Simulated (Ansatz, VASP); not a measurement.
**One calculation of NaCl, two programs**

File INCAR:

```
PREC = Accurate
ENCUT = 520
EDIFF = 1E-6
ISMEAR = 0
SIGMA = 0.05
LREAL = False
LASPH = True
NELM = 100
ALGO = Normal
ISIF = 2
LWAVE = False
LCHARG = False
GGA = PS
NBANDS = 14
```

The input KPOINTS:

```
regular mesh
0
Gamma
  6 6 6
```

Contents of POSCAR:

```
NaCl
1.0
    3.6422776000      0.0000000000      0.0000000000
    0.0000000000      3.6422776000      0.0000000000
    0.0000000000      0.0000000000      3.2220148000
Na Cl
1 1
Direct
    0.0000000000      0.0000000000      0.0000000000
    0.5000000000      0.5000000000      0.5000000000
```

Input for Ansatz:

```yaml
crystal:
  lattice:
    - [3.6422776, 0.0, 0.0]
    - [0.0, 3.6422776, 0.0]
    - [0.0, 0.0, 3.2220148]
  atoms:
    - { symbol: Na, position: [0.0, 0.0, 0.0] }
    - { symbol: Cl, position: [0.5, 0.5, 0.5] }
basis:
  ecutwfc: 420
kpoints:
  mp_grid: { grid: [6, 6, 6] }
hamiltonian:
  xc: pbesol
scf:
  occupations: { method: gaussian, width: 0.05 }
output:
  forces: true
  stress: true
  eigenvalues: true
```

Change from the starting cell: strain +0.040 along x and y, -0.080 along z, atoms carried along.

Alike in both runs: task single point; functional PBEsol; k mesh 6 × 6 × 6; occupations gaussian, width 0.05 eV; no spin polarisation.

```csv
,VASP,Ansatz
version,VASP 6.6.1,Ansatz 0.2.0
potentials or method,"VASP PAW PBE potentials, release 64 (Na_pv, Cl), cutoff 520 eV","scalar-relativistic, plane waves, PAW"
valence electrons in the cell,14,16
```

```tsv
	VASP	Ansatz	Ansatz less VASP
gap on the k mesh at the Fermi level (eV)	3.07	3.07	+0.002
least direct gap on the mesh (eV)	3.39	3.39	+0.002
pressure (GPa)	-0.7	-0.7	0.00
traceless stress, the component that is largest in VASP (GPa)	6.51	6.51	0.000
```

VASP's potentials were made for PBE, not for PBEsol. VASP's potentials hold 14 valence electrons a cell and Ansatz's 16, so a difference there can come from the potentials and not from the codes.
